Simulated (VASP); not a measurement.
Set up this calculation in VASP 6.6.1, as the native input.

```yaml
Task: single point
Functional: RPBE
Dispersion: D3(BJ)
Potentials_or_basis: VASP PAW PBE potentials, release 64 (W_sv, S)
Cutoff: 520 eV
k_mesh: 10 × 10 × 2
Occupations: fermi-dirac, width 0.05 eV
Spin: no spin polarisation
Dipole_correction: no
Further_INCAR_settings: ALGO = Normal; EDIFF = 1e-06; NBANDS = 20
```

The structure of WS2 lies in POSCAR:

```
WS2
1.0
    3.0148285880      0.0000000000      0.0000000000
   -1.5074142940      2.6109181453      0.0000000000
    0.0000000000      0.0000000000      6.5137597018
W S
1 2
Direct
    0.0000000000      0.0000000000      0.0000000000
    0.3333333333      0.6666666667      0.2455104434
    0.3333333333      0.6666666667      0.7544895566
```

These files were run (other wordings do the same):

INCAR

```
PREC     = Accurate       # precision mode
ENCUT    = 520            # plane-wave cutoff, eV
EDIFF    = 1E-6           # SCF threshold, eV
ISMEAR   = -1             # smearing method
SIGMA    = 0.05           # smearing width, eV
LREAL    = F              # projectors in reciprocal space
LASPH    = T              # aspherical terms in the spheres
NELM     = 100            # most SCF steps
ALGO     = Normal         # electronic algorithm
ISIF     = 2              # what is computed and relaxed
LWAVE    = F              # write WAVECAR
LCHARG   = F              # write CHGCAR
GGA      = RP             # functional
IVDW     = 12             # dispersion correction
NBANDS   = 20             # bands
```

KPOINTS

```
Automatic mesh
0
Gamma
  10 10 2
```

Potentials or basis: VASP PAW PBE potentials, release 64 (W_sv, S).

The run is started by

```bash
$ cat potpaw_PBE.64/W_sv/POTCAR potpaw_PBE.64/S/POTCAR > POTCAR
$ mpirun -np 1 vasp_std > vasp.out
```

Results of the run:

```
Pressure                   : -0.1 GPa
Largest force              : 0.010 eV/Å
Band gap on the k mesh     : 1.48 eV, indirect (least direct gap 2.49 eV)
Dispersion energy per atom : -2.295 eV
```

Caveat: the k points lie up to 0.48 Å⁻¹ apart; the PAW data sets were made with another functional, which shifts forces and pressure a little; spin-orbit coupling is left out, which moves the levels of the heavy elements.

It took 11 s on 1 thread of Intel(R) Xeon(R) 6975P-C (Granite Rapids), with other jobs on the host, peak memory 0.19 GiB.
